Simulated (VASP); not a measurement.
Here is a VASP 6.6.1 calculation.

File INCAR:

```
SYSTEM = Al
  PREC = Accurate
  ENCUT = 520
  EDIFF = 1E-6
  ISMEAR = 0
  SIGMA = 0.1
  LREAL = .False.
  LASPH = .True.
  NELM = 60
  ALGO = Normal
  ISIF = 2
  LWAVE = .False.
  LCHARG = .False.
  GGA = PE
  NBANDS = 10
```

The input KPOINTS:

```
Automatic mesh
0
Gamma
  18 18 14
  0 0 0
```

File POSCAR:

```
Al
1.0
    1.9298739900      1.9298739900      0.0000000000
   -1.9298739900      1.9298739900      0.0000000000
    0.0000000000      0.0000000000      4.1507446863
Al
2
Direct
    0.0000000000      0.0000000000      0.0000000000
    0.5000000000      0.5000000000      0.5000000000
```

Potentials or basis: VASP PAW PBE potentials, release 64 (Al).

Launch:

```sh
$ cat potpaw_PBE.64/Al/POTCAR > POTCAR
$ mpirun -np 1 vasp_std > vasp.out
```

(1) Predict the band gap on the k mesh.

(2) What does it give for the pressure?

## Answers

(1) zero (band 3 reaches 15.49 eV, above the bottom of band 4 at 4.25 eV).

(2) 6.2 GPa.

Caveat: the cell differs from its parent crystal (biaxial strain in the a-b plane: -4.5 %).
